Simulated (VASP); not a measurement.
Runs of VASP 6.6.1 on BaF2. The structure is that of space group Fm-3m (No. 225), or close to it. The cells are those of the table. 

| cell | gap on the mesh (eV) | pressure (GPa) |
| --- | --- | --- |
| a = 4.380 Å, angles 60.0°, 3 atoms | 7.36 | (a) |
| a = 4.336 Å, angles 60.0°, 3 atoms | 7.49 | (b) |
| a = 4.466 Å, angles 60.0°, 3 atoms | 7.11 | -2.4 |
| a = 4.291 Å, angles 60.0°, 3 atoms | 7.63 | 5.6 |
| a = 4.424 Å, angles 60.0°, 3 atoms | 7.23 | -0.9 |

Alike in all rows: task single point; level r2SCAN; potentials or basis VASP PAW PBE potentials, release 64 (Ba_sv, F); no spin polarisation; k mesh 6 × 6 × 6; cutoff (eV) 660; smearing gaussian 0.02 eV.

Problem. Fill in the values left out.

Solution. (a) 0.9; (b) 3.0.

Caveats: the PAW data sets were made with another functional, which shifts forces and pressure a little; spin-orbit coupling is left out, which moves the levels of the heavy elements.

A k mesh can miss the band edges, and the runs leave out spin-orbit coupling on Ba.
